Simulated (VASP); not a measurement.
# Li2Rh (P-3m1) in VASP: a series of runs

Runs on Li2Rh. Level: PBE. Tasks: single point.

Everything below comes from runs of VASP 6.6.1. Logs are shortened: lines on timing, memory, paths and dates and some standing lists are left out, and cuts for length are marked.

## 1. The cell of the first run

Symmetry: P-3m1, No. 164, trigonal system. Conventional cell: a = 2.723 Å, b = 2.723 Å, c = 6.882 Å, α = 90.00°, β = 90.00°, γ = 120.00°. Within 3.4 Å of Li (site symmetry 3m) lie 3 Rh at 2.60 Å and 9 Li at 2.72 to 3.16 Å. Within 3.4 Å of Rh (site symmetry -3m) lie 6 Li at 2.60 Å and 6 Rh at 2.72 Å.

The cell was generated, and may not be a known phase.

## 2. Single point, PBE

File INCAR:

```
SYSTEM = Li2Rh
PREC = Accurate
ENCUT = 520
EDIFF = 1E-7
ISMEAR = 0
SIGMA = 0.1
LREAL = .FALSE.
LASPH = .TRUE.
NELM = 80
ALGO = Fast
ISIF = 2
LWAVE = .FALSE.
LCHARG = .FALSE.
GGA = PE
NBANDS = 18
```

File KPOINTS:

```
Automatic mesh
0
G
  18 18 8
  0 0 0
```

File POSCAR:

```
Li2Rh
1.0
    2.7225477166      0.0000000289      0.0000000000
   -1.3612738833      2.3577954712      0.0000000000
    0.0000000000      0.0000000000      6.8815441000
Li Rh
2 1
Direct
    0.3333333333      0.6666666667      0.3008300000
    0.6666666667      0.3333333333      0.6991700000
    0.0000000000      0.0000000000      0.0000000000
```

Potentials or basis: VASP PAW PBE potentials, release 64 (Li_sv, Rh_pv).

On the command line:

```sh
$ cat potpaw_PBE.64/Li_sv/POTCAR potpaw_PBE.64/Rh_pv/POTCAR > POTCAR
$ mpirun -np 1 vasp_std > vasp.out
```

OUTCAR:

```text
SYSTEM = Li2Rh
   PREC = Accurate
   ENCUT = 520
   EDIFF = 1E-7
   ISMEAR = 0
   LREAL = .FALSE.
   LASPH = .TRUE.
   NELM = 80
   ISIF = 2
   GGA = PE

 ion  position               nearest neighbor table
   1  0.333  0.667  0.301-   3 2.60   3 2.60   3 2.60
   2  0.667  0.333  0.699-   3 2.60   3 2.60   3 2.60
   3  0.000  0.000  0.000-   1 2.60   2 2.60   2 2.60   1 2.60   2 2.60   1 2.60

  LATTYP: Found a hexagonal cell.
 ALAT       =     2.7225477166
 C/A-ratio  =     2.5276119342

  Lattice vectors:

 A1 = (   2.7225477166,   0.0000000289,   0.0000000000)
 A2 = (  -1.3612738833,   2.3577954712,   0.0000000000)
 A3 = (   0.0000000000,   0.0000000000,   6.8815441000)

Analysis of symmetry for initial positions (statically):
=====================================================================
 Subroutine PRICEL returns:
 Original cell was already a primitive cell.

 Routine SETGRP: Setting up the symmetry group for a
 hexagonal supercell.

 Subroutine GETGRP returns: Found 12 space group operations
 (whereof 12 operations were pure point group operations)
 out of a pool of 24 trial point group operations.

The static configuration has the point symmetry D_3d.

Analysis of symmetry for dynamics (positions and initial velocities):
=====================================================================
 Subroutine PRICEL returns:
 Original cell was already a primitive cell.

 Routine SETGRP: Setting up the symmetry group for a
 hexagonal supercell.

 Subroutine GETGRP returns: Found 12 space group operations
 (whereof 12 operations were pure point group operations)
 out of a pool of 24 trial point group operations.

The dynamic configuration has the point symmetry D_3d.

 Subroutine INISYM returns: Found 12 space group operations
 (whereof 12 operations are pure point group operations),
 and found     1 'primitive' translations

----------------------------------------------------------------------------------------

                                     Primitive cell

  volume of cell :      44.1741

  direct lattice vectors                    reciprocal lattice vectors
     2.722547717  0.000000029  0.000000000     0.367303018  0.212062502  0.000000000
    -1.361273883  2.357795471  0.000000000    -0.000000005  0.424124996  0.000000000
     0.000000000  0.000000000  6.881544100     0.000000000  0.000000000  0.145316223

  length of vectors
     2.722547717  2.722547717  6.881544100     0.424124996  0.424124996  0.145316223

  position of ions in fractional coordinates (direct lattice)
     0.333333333  0.666666667  0.300830000
     0.666666667  0.333333333  0.699170000
     0.000000000  0.000000000  0.000000000

  ion indices of the primitive-cell ions
   primitive index   ion index
                 1           1
                 2           2
                 3           3

----------------------------------------------------------------------------------------

 KPOINTS: Automatic mesh

Automatic generation of k-mesh.
 Grid dimensions read from file:
 generate k-points for:   18   18    8

 Generating k-lattice:

  Cartesian coordinates                     Fractional coordinates (reciprocal lattice)
     0.020405723  0.011781250  0.000000000     0.055555556  0.000000000  0.000000000
    -0.000000000  0.023562500  0.000000000     0.000000000  0.055555556  0.000000000
     0.000000000  0.000000000  0.018164528     0.000000000  0.000000000  0.125000000

  Length of vectors
     0.023562500  0.023562500  0.018164528

  Shift w.r.t. Gamma in fractional coordinates (k-lattice)
     0.000000000  0.000000000  0.000000000

 Subroutine IBZKPT returns following result:
 ===========================================

 Found    266 irreducible k-points:

 Following reciprocal coordinates:
            Coordinates               Weight
  0.000000  0.000000  0.000000      1.000000
  0.055556 -0.000000  0.000000      6.000000
  0.111111 -0.000000  0.000000      6.000000
  0.166667 -0.000000  0.000000      6.000000
  0.222222 -0.000000  0.000000      6.000000
  0.277778 -0.000000  0.000000      6.000000
[... 16 lines left out ...]
  0.333333  0.111111  0.000000     12.000000
  0.388889  0.111111  0.000000     12.000000
 [... further k-points ...]
   k-points           NKPTS =    266   k-points in BZ     NKDIM =    266   number of bands    NBANDS=     18
   number of dos      NEDOS =    301   number of ions     NIONS =      3
   total plane-waves  NPLWV =  21600
   dimension x,y,z NGX =    20 NGY =   20 NGZ =   54
   dimension x,y,z NGXF=    40 NGYF=   40 NGZF=  108
   ions per type =               2   1
   NGX,Y,Z   is equivalent  to a cutoff of  12.21, 12.21, 13.05 a.u.
   NGXF,Y,Z  is equivalent  to a cutoff of  24.43, 24.43, 26.09 a.u.
 SYSTEM =  Li2Rh
   PREC   = accura    normal or accurate (medium, high low for compatibility)
   ISTART =      0    job   : 0-new  1-cont  2-samecut
   ICHARG =      2    charge: 1-file 2-atom 10-const
[... 91 lines left out ...]
      4     -41.3121      2.00000
      5     -41.1895      2.00000
      6      -0.8224      2.00000
[... 10 lines left out ...]
     17      19.9303      0.00000
     18      20.7281      0.00000

 k-point     4 :       0.1667   -0.0000    0.0000
  band No.  band energies     occupation
      1     -41.4670      2.00000
      2     -41.4542      2.00000
      3     -41.3951      2.00000
      4     -41.3280      2.00000
      5     -41.1867      2.00000
      6      -0.3718      2.00000
[... 10 lines left out ...]
     17      18.9948      0.00000
     18      19.4294      0.00000

 k-point     5 :       0.2222   -0.0000    0.0000
  band No.  band energies     occupation
      1     -41.5195      2.00000
      2     -41.4502      2.00000
      3     -41.4052      2.00000
      4     -41.3476      2.00000
      5     -41.1834      2.00000
      6       0.0898      2.00000
[... 10 lines left out ...]
     17      18.1416      0.00000
     18      18.1621      0.00000

 k-point     6 :       0.2778   -0.0000    0.0000
  band No.  band energies     occupation
      1     -41.6008      2.00000
      2     -41.4341      2.00000
      3     -41.4014      2.00000
      4     -41.3683      2.00000
      5     -41.1801      2.00000
      6       0.3090      2.00000
[... 10 lines left out ...]
     17      17.2176      0.00000
     18      17.4032      0.00000

 k-point     7 :       0.3333   -0.0000    0.0000
  band No.  band energies     occupation
      1     -41.6788      2.00000
      2     -41.4183      2.00000
      3     -41.3957      2.00000
      4     -41.3878      2.00000
      5     -41.1773      2.00000
      6       0.2406      2.00000
[... 10 lines left out ...]
     17      16.1313      0.00000
     18      16.8015      0.00000

 k-point     8 :       0.3889   -0.0000    0.0000
  band No.  band energies     occupation
      1     -41.7424      2.00000
      2     -41.4049      2.00000
      3     -41.4035      2.00000
      4     -41.3910      2.00000
      5     -41.1751      2.00000
      6       0.0926      2.00000
[... 10 lines left out ...]
     17      15.3234      0.00000
     18      16.3308      0.00000
[... 229 lines left out ...]
     17      17.3927      0.00000
     18      19.4791      0.00000

 k-point    20 :       0.1667    0.1111    0.0000
  band No.  band energies     occupation
      1     -41.5382      2.00000
      2     -41.4461      2.00000
      3     -41.4034      2.00000
      4     -41.3653      2.00000
      5     -41.1822      2.00000
      6       0.4160      2.00000
[... 10 lines left out ...]
     17      16.2676      0.00000
     18      18.5504      0.00000

 k-point    21 :       0.2222    0.1111    0.0000
  band No.  band energies     occupation
      1     -41.6092      2.00000
      2     -41.4328      2.00000
      3     -41.3992      2.00000
      4     -41.3887      2.00000
      5     -41.1791      2.00000
      6       0.7011      2.00000
[... 10 lines left out ...]
     17      15.4492      0.00000
     18      17.7142      0.00000

 k-point    22 :       0.2778    0.1111    0.0000
  band No.  band energies     occupation
      1     -41.6766      2.00000
      2     -41.4291      2.00000
      3     -41.4036      2.00000
      4     -41.3923      2.00000
      5     -41.1765      2.00000
      6       0.6055      2.00000
[... 10 lines left out ...]
     17      15.1338      0.00000
     18      16.3755      0.00000

 k-point    23 :       0.3333    0.1111    0.0000
  band No.  band energies     occupation
      1     -41.7315      2.00000
      2     -41.4423      2.00000
      3     -41.3977      2.00000
      4     -41.3878      2.00000
      5     -41.1745      2.00000
      6       0.4344      2.00000
[... 10 lines left out ...]
     17      14.9873      0.00000
     18      15.9696      0.00000

 k-point    24 :       0.3889    0.1111    0.0000
  band No.  band energies     occupation
      1     -41.7672      2.00000
      2     -41.4540      2.00000
      3     -41.3904      2.00000
      4     -41.3851      2.00000
      5     -41.1733      2.00000
      6       0.3108      2.00000
[... 10 lines left out ...]
     17      15.3496      0.00000
     18      16.2709      0.00000

 [... further k-points ...]
[... 5 lines left out ...]
  --------------------------------------------------------------------------------------
  -------------------------------------------------------------------------------------
  Total       -0.0237869     -0.0237869     -0.0400203     -0.0000000      0.0000000     -0.0000000
  in kB       -0.8627411     -0.8627411     -1.4515226     -0.0000000      0.0000000     -0.0000000
  external PRESSURE =      -1.0590016 kB  Pullay stress =       0.0000000 kB

 VOLUME and BASIS-vectors are now :
 -----------------------------------------------------------------------------
  energy-cutoff  :      520.00
  volume of cell :       44.17
      direct lattice vectors                 reciprocal lattice vectors
     2.722547717  0.000000029  0.000000000     0.367303018  0.212062502  0.000000000
    -1.361273883  2.357795471  0.000000000    -0.000000005  0.424124996  0.000000000
     0.000000000  0.000000000  6.881544100     0.000000000  0.000000000  0.145316223

 POSITION                                       TOTAL-FORCE (eV/Angst)
 -----------------------------------------------------------------------------------
     -0.00000      1.57186      2.07017         0.000000      0.000000      0.004407
      1.36127      0.78593      4.81137        -0.000000     -0.000000     -0.004407
      0.00000      0.00000      0.00000         0.000000      0.000000      0.000000
 -----------------------------------------------------------------------------------
    total drift:                                0.000000      0.000000      0.000000

  FREE ENERGIE OF THE ION-ELECTRON SYSTEM (eV)
  ---------------------------------------------------
  free  energy   TOTEN  =       -11.4581788571 eV

  energy  without entropy=      -11.4476177136  energy(sigma->0) =      -11.45289829
```

Run time: 6.9 min. Hardware: 1 thread of Intel Xeon 8259CL, shared host; peak memory 0.3 GiB.

What came out:

```yaml
Free_energy: -11.4582 eV
Largest_force: 0.004 eV/Å
Band_gap_on_the_k_mesh: zero (an odd number of electrons rules out a gap without spin polarisation)
```

Forces in eV/Å, atoms in the order of the input:
```
Li   0.000  0.000  0.004
Li   0.000  0.000 -0.004
Rh   0.000  0.000  0.000
```

Caveat: the cutoff is under 1.25 times the usual one of these potentials, so pressure, stress and relaxed cells hold a basis-set (Pulay) error.

## 3. Single point, PBE

File INCAR:

```
  PREC = Accurate
  ENCUT = 520
  EDIFF = 1E-6
  ISMEAR = -1
  SIGMA = 0.15
  LREAL = False
  LASPH = True
  NELM = 60
  ALGO = Fast
  ISIF = 2
  LWAVE = False
  LCHARG = False
  GGA = PE
  NBANDS = 18
```

File KPOINTS:

```
regular mesh
0
Gamma
  18 18 8
```

File POSCAR:

```
Li2Rh
1.0
    2.7255678933      0.0000000289      0.0000000000
   -1.3627839717      2.3604110209      0.0000000000
    0.0000000000      0.0000000000      6.8764519177
Li Rh
2 1
Direct
    0.3333333333      0.6666666667      0.3017130754
    0.6666666667      0.3333333333      0.6982869246
    0.0000000000      0.0000000000      0.0000000000
```

Potentials or basis: VASP PAW PBE potentials, release 64 (Li_sv, Rh_pv).

On the command line:

```sh
$ cat potpaw_PBE.64/Li_sv/POTCAR potpaw_PBE.64/Rh_pv/POTCAR > POTCAR
$ mpirun -np 1 vasp_std > vasp.out
```

Wall time 6.2 min (1 thread of Intel Xeon 8259CL, shared host); peak memory 0.3 GiB.

The run converged. Its results:

```yaml
Free_energy: -11.5243 eV
Band_gap_on_the_k_mesh: zero (an odd number of electrons rules out a gap without spin polarisation)
```

Levels at points of the mesh, in eV from the Fermi level:
| k point | band 8 | band 9 | band 10 | band 11 | band 12 | band 13 |
| --- | --- | --- | --- | --- | --- | --- |
| (0.00, 0.00, 0.00) | -1.92 | -1.92 | -1.52 | -1.06 | 0.10 | 0.10 |
| (0.50, 0.00, 0.00) | -1.63 | -0.56 | 0.95 | 1.27 | 2.34 | 2.80 |
| (0.00, 0.00, 0.50) | -2.96 | -1.92 | -1.92 | 0.10 | 0.10 | 0.46 |
| (0.50, 0.00, 0.50) | -1.52 | -0.56 | 0.49 | 1.27 | 2.41 | 2.89 |

Caveat: the cutoff is under 1.25 times the usual one of these potentials, so pressure, stress and relaxed cells hold a basis-set (Pulay) error.

## 4. Single point, PBE (15.17 Å³/atom)

This run uses another cell than the first one, of 15.17 Å³/atom.

File INCAR:

```
SYSTEM = Li2Rh
ALGO = Fast ; EDIFF = 1E-7
ENCUT = 520 ; GGA = PE
ISIF = 2 ; ISMEAR = 0
LASPH = .TRUE. ; LCHARG = .FALSE.
LREAL = .FALSE. ; LWAVE = .FALSE.
NBANDS = 18 ; NELM = 80
PREC = Accurate ; SIGMA = 0.1
```

File KPOINTS:

```
k-points
0
G
  18 18 8
  0 0 0
```

File POSCAR:

```
Li2Rh
1.0
    2.7415406152      0.0000000291      0.0000000000
   -1.3707703328      2.3742438037      0.0000000000
    0.0000000000      0.0000000000      6.9901219721
Li Rh
2 1
Direct
    0.3333333333      0.6666666667      0.2972666920
    0.6666666667      0.3333333333      0.7027333080
    0.0000000000      0.0000000000      0.0000000000
```

On the command line:

```sh
$ cat potpaw_PBE.64/Li_sv/POTCAR potpaw_PBE.64/Rh_pv/POTCAR > POTCAR
$ mpirun -np 1 vasp_std > vasp.out
```

It took 8.2 min on 1 thread of Intel Xeon 8259CL, shared host; peak memory 0.31 GiB.

The run converged. Its results:

```yaml
Free_energy: -11.4525 eV
Band_gap_on_the_k_mesh: zero (an odd number of electrons rules out a gap without spin polarisation)
```

Levels at points of the mesh, in eV from the Fermi level:
```
           k point  band 8  band 9  band 10  band 11  band 12  band 13
(0.00, 0.00, 0.00)   -1.83   -1.83    -1.48    -1.05     0.14     0.14
(0.50, 0.00, 0.00)   -1.56   -0.50     0.97     1.27     2.39     2.81
(0.00, 0.00, 0.50)   -2.86   -1.83    -1.83     0.14     0.14     0.47
(0.50, 0.00, 0.50)   -1.46   -0.50     0.56     1.27     2.42     2.90
```

Caveat: the cutoff is under 1.25 times the usual one of these potentials, so pressure, stress and relaxed cells hold a basis-set (Pulay) error.

## 5. Single point, PBE (15.61 Å³/atom)

This run uses another cell than the first one, of 15.61 Å³/atom.

File INCAR:

```
SYSTEM = Li2Rh
PREC = Accurate ; ENCUT = 520
EDIFF = 1E-6 ; ISMEAR = 0
SIGMA = 0.1 ; LREAL = .False.
LASPH = .True. ; NELM = 60
ALGO = Fast ; ISIF = 2
LWAVE = .False. ; LCHARG = .False.
GGA = PE ; NBANDS = 18
```

File KPOINTS:

```
regular mesh
0
Gamma
  18 18 8
  0 0 0
```

File POSCAR:

```
Li2Rh
1.0
    2.7597126298      0.0000000293      0.0000000000
   -1.3798563402      2.3899812299      0.0000000000
    0.0000000000      0.0000000000      7.0992920197
Li Rh
2 1
Direct
    0.3333333333      0.6666666667      0.2932470872
    0.6666666667      0.3333333333      0.7067529128
    0.0000000000      0.0000000000      0.0000000000
```

On the command line:

```sh
$ cat potpaw_PBE.64/Li_sv/POTCAR potpaw_PBE.64/Rh_pv/POTCAR > POTCAR
$ mpirun -np 1 vasp_std > vasp.out
```

It took 7 min on 1 thread of Intel Xeon 8259CL, shared host; peak memory 0.33 GiB.

Results (log left out):

- Free energy: -11.4364 eV
- Band gap on the k mesh: zero (an odd number of electrons rules out a gap without spin polarisation)

Levels at points of the mesh, in eV from the Fermi level:
```
           k point  band 6  band 7  band 8  band 9  band 10  band 11  band 12  band 13  band 14  band 15
(0.00, 0.00, 0.00)   -5.39   -3.30   -1.78   -1.78    -1.44    -1.07     0.13     0.13     5.58     9.98
(0.50, 0.00, 0.00)   -4.16   -3.22   -1.53   -0.50     0.95     1.22     2.41     2.78     4.87     6.98
(0.00, 0.00, 0.50)   -5.35   -2.92   -2.81   -1.78    -1.78     0.13     0.13     0.46     4.13    13.20
(0.50, 0.00, 0.50)   -4.16   -3.21   -1.44   -0.50     0.59     1.22     2.40     2.89     5.36     6.97
```

Caveat: the cutoff is under 1.25 times the usual one of these potentials, so pressure, stress and relaxed cells hold a basis-set (Pulay) error.

## 6. Overview

| cell | smearing | further INCAR settings | gap on the mesh (eV) |
| --- | --- | --- | --- |
| a = 2.723, b = 2.723, c = 6.882 Å, angles 90.0, 90.0, 120.0°, 3 atoms, atomic positions A | gaussian 0.1 eV | ALGO = Fast; EDIFF = 1e-07; NBANDS = 18 | none |
| a = 2.726, b = 2.726, c = 6.876 Å, angles 90.0, 90.0, 120.0°, 3 atoms, atomic positions B | fermi-dirac 0.15 eV | ALGO = Fast; EDIFF = 1e-06; NBANDS = 18 | none |
| a = 2.742, b = 2.742, c = 6.990 Å, angles 90.0, 90.0, 120.0°, 3 atoms, atomic positions C | gaussian 0.1 eV | ALGO = Fast; EDIFF = 1e-07; NBANDS = 18 | none |
| a = 2.760, b = 2.760, c = 7.099 Å, angles 90.0, 90.0, 120.0°, 3 atoms, atomic positions D | gaussian 0.1 eV | ALGO = Fast; EDIFF = 1e-06; NBANDS = 18 | none |

Alike in all rows: task single point; level PBE; potentials or basis VASP PAW PBE potentials, release 64 (Li_sv, Rh_pv); no spin polarisation; k mesh 18 × 18 × 8; cutoff (eV) 520.

Caveats: the cutoff is under 1.25 times the usual one of these potentials, so pressure, stress and relaxed cells hold a basis-set (Pulay) error.

Absolute energies hang on the potentials; compare differences alone.
